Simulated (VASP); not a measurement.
SiC:

```
CELL_PARAMETERS angstrom
3.07600 0.00000 0.00000
-1.53800 2.66389 0.00000
0.00000 0.00000 5.04800
ATOMIC_POSITIONS crystal
Si 0.33333 0.66667 0.00000
Si 0.66667 0.33333 0.50000
C 0.33333 0.66667 0.38500
C 0.66667 0.33333 0.88500
```

```yaml
Program: VASP 6.6.1
Task: relaxation of cell and atoms
Functional: r2SCAN
Potentials_or_basis: VASP PAW PBE potentials, release 64 (Si, C)
Cutoff: 600 eV
k_mesh: 6 × 6 × 4
Occupations: gaussian, width 0.01 eV
Spin: no spin polarisation
```

At the start: pressure -0.2 GPa; volume 10.34 Å³/atom.

Question: Where does the relaxation end?

Answer: Over 5 steps the energy falls by 9.1 meV/atom and the volume is 10.31 Å³/atom (-0.3 %); space group P6_3mc (No. 186, to 0.1 Å) before and after.

The path:
```
step  energy change (eV)  largest force (eV/Å)  pressure (GPa)  volume (Å³)
   1              0.0000                0.7640           -0.18        41.36
   2             -0.0055                0.6933            0.17        41.29
   3             -0.0339                0.0565           -0.26        41.33
   4             -0.0362                0.0158            0.30        41.23
   5             -0.0364                0.0014            0.16        41.25
```

Final structure:
```yaml
crystal:
  lattice:
    - [3.07343, 0.00000, 0.00000]
    - [-1.53671, 2.66167, 0.00000]
    - [0.00000, 0.00000, 5.04293]
  atoms:
    - { symbol: Si, position: [0.33333, 0.66667, 0.00454] }
    - { symbol: Si, position: [0.66667, 0.33333, 0.50454] }
    - { symbol: C, position: [0.33333, 0.66667, 0.38046] }
    - { symbol: C, position: [0.66667, 0.33333, 0.88046] }
```

Caveat: the PAW data sets were made with another functional, which shifts forces and pressure a little.
